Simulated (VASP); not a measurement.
# Sb: single point with PBEsol

Sb:

```
CELL_PARAMETERS angstrom
2.12909 1.22923 3.74400
-2.12909 1.22923 3.74400
0.00000 -2.45847 3.74400
ATOMIC_POSITIONS crystal
Sb 0.23364 0.23364 0.23364
Sb 0.76636 0.76636 0.76636
```

This cell differs from its parent crystal: equal xx and yy strain of -1 %.

* Program: VASP 6.6.1
* Task: single point
* Functional: PBEsol
* Potentials or basis: VASP PAW PBE potentials, release 64 (Sb)
* Cutoff: 520 eV
* k mesh: 9 × 9 × 9
* Occupations: fermi-dirac, width 0.05 eV
* Spin: no spin polarisation
* Dipole correction: no
* Further INCAR settings: ALGO = Normal; EDIFF = 1e-07; NBANDS = 12

```json
{
 "Pressure": "2.0 GPa",
 "Largest force": "0.308 eV/Å",
 "Band gap on the k mesh": "zero (band 5 reaches 7.50 eV, above the bottom of band 6 at 7.48 eV)"
}
```

Forces on the atoms (eV/Å):
```
Sb   0.000  0.000  0.308
Sb   0.000  0.000 -0.308
```

Stress tensor (GPa, compression positive):
```
2.35 0.00 0.00
0.00 2.35 0.00
0.00 0.00 1.16
```

Levels at points of the mesh, in eV from the Fermi level:
```
           k point  band 2  band 3  band 4  band 5  band 6  band 7  band 8  band 9
(0.00, 0.00, 0.00)   -4.69   -2.21   -1.82   -1.82    2.05    2.72    2.72    5.06
```

It took 32 s on 1 thread of Intel(R) Xeon(R) Platinum 8488C (Sapphire Rapids), with other jobs on the host, peak memory 0.22 GiB.

Caveat: the cell differs from its parent crystal (equal xx and yy strain of -1 %); the PAW data sets were made with another functional, which shifts forces and pressure a little; spin-orbit coupling is left out, which moves the levels of the heavy elements.
